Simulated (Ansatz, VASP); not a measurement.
## One calculation of Cu4O, two programs

The input INCAR:

```
SYSTEM = Cu4O
PREC = Accurate ; ENCUT = 600
EDIFF = 1E-6 ; ISMEAR = 0
SIGMA = 0.1 ; LREAL = .False.
LASPH = .True. ; NELM = 60
ALGO = Normal ; ISIF = 3
LWAVE = .False. ; LCHARG = .False.
GGA = PE ; IBRION = 2
NSW = 100 ; EDIFFG = -0.01
```

Contents of KPOINTS:

```
regular mesh
0
Gamma
  10 10 10
  0 0 0
```

POSCAR

```
Cu4O
1.0
   -2.5349434246      2.5349434246      2.5349434246
    2.5349434246     -2.5349434246      2.5349434246
    2.5349434246      2.5349434246     -2.5349434246
Cu O
4 1
Direct
    0.0000000000      0.0000000000      0.5305557968
    0.5305557968      0.0000000000      0.0000000000
    0.0000000000      0.5305557968      0.0000000000
    0.4694442032      0.4694442032      0.4694442032
    0.0000000000      0.0000000000      0.0000000000
```

Input for Ansatz:

```yaml
crystal:
  lattice:
    - [-2.5349434246, 2.5349434246, 2.5349434246]
    - [2.5349434246, -2.5349434246, 2.5349434246]
    - [2.5349434246, 2.5349434246, -2.5349434246]
  atoms:
    - { symbol: Cu, position: [0.0, 0.0, 0.5305557968] }
    - { symbol: Cu, position: [0.5305557968, 0.0, 0.0] }
    - { symbol: Cu, position: [0.0, 0.5305557968, 0.0] }
    - { symbol: Cu, position: [0.4694442032, 0.4694442032, 0.4694442032] }
    - { symbol: O, position: [0.0, 0.0, 0.0] }
basis:
  ecutwfc: 420
kpoints:
  mp_grid: { grid: [10, 10, 10] }
hamiltonian:
  xc: pbe
scf:
  occupations: { method: gaussian, width: 0.1 }
output:
  forces: true
  stress: true
  eigenvalues: true
  write_density: true
  write_potential: true
  elf: true
  volumetric_format: npy
relax:
  adjacent_minimum: "off"
  f_tol: 0.01
  max_steps: 80
  cell: { stress_tol: 0.05 }
```

Change from the starting cell: species swapped into the H4C type (I-43m, No. 217).

Alike in both runs: task relaxation of cell and atoms; functional PBE; k mesh 10 × 10 × 10; occupations gaussian, width 0.1 eV; no spin polarisation.

```csv
,VASP,Ansatz
version,VASP 6.6.1,Ansatz 0.2.0
potentials or method,"VASP PAW PBE potentials, release 64 (Cu, O), cutoff 600 eV","scalar-relativistic, plane waves, PAW"
valence electrons in the cell,50,82
```

```tsv
	VASP	Ansatz	Ansatz less VASP
gap on the k mesh at the Fermi level, each at its own relaxed structure (eV)	none	none	-
relaxed volume (Å³/atom)	12.96	12.96	-0.003
relaxed cell length with the largest relative difference (Å)	4.383	4.382	-0.0003
```

A gap of «none» marks a metal or a gap that the smearing closes. VASP's potentials hold 50 valence electrons a cell and Ansatz's 82, so a difference there can come from the potentials and not from the codes.
